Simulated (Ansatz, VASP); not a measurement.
## BN: VASP beside Ansatz

```
CELL_PARAMETERS angstrom
2.49824 0.00000 0.00000
-1.24912 2.16354 0.00000
0.00000 0.00000 6.63570
ATOMIC_POSITIONS crystal
B 0.35335 0.66667 0.25000
B 0.66667 0.33333 0.75000
N 0.33333 0.66667 0.75000
N 0.66667 0.33333 0.25000
```

Alike in both runs: task single point; functional LDA; k mesh 7 × 7 × 3; no spin polarisation.

|  | VASP | Ansatz |
| --- | --- | --- |
| version | VASP 6.6.1 | Ansatz 0.2.0 |
| potentials or method | VASP PAW LDA potentials, release 64 (B, N) | plane waves, PAW |
| plane-wave cutoff (eV) | 520 | 420 |
| occupations | gaussian, width 0.01 eV | fixed |
| valence electrons in the cell | 16 | 16 |

```csv
,VASP,Ansatz,Ansatz less VASP
rms of the force components (eV/Å),0.854,0.856,+0.0025
```

LDA's correlation is that of Perdew and Zunger in VASP and of Perdew and Wang (1992) in Ansatz. Atom by atom the forces differ by 0.002 eV/Å (rms over components).
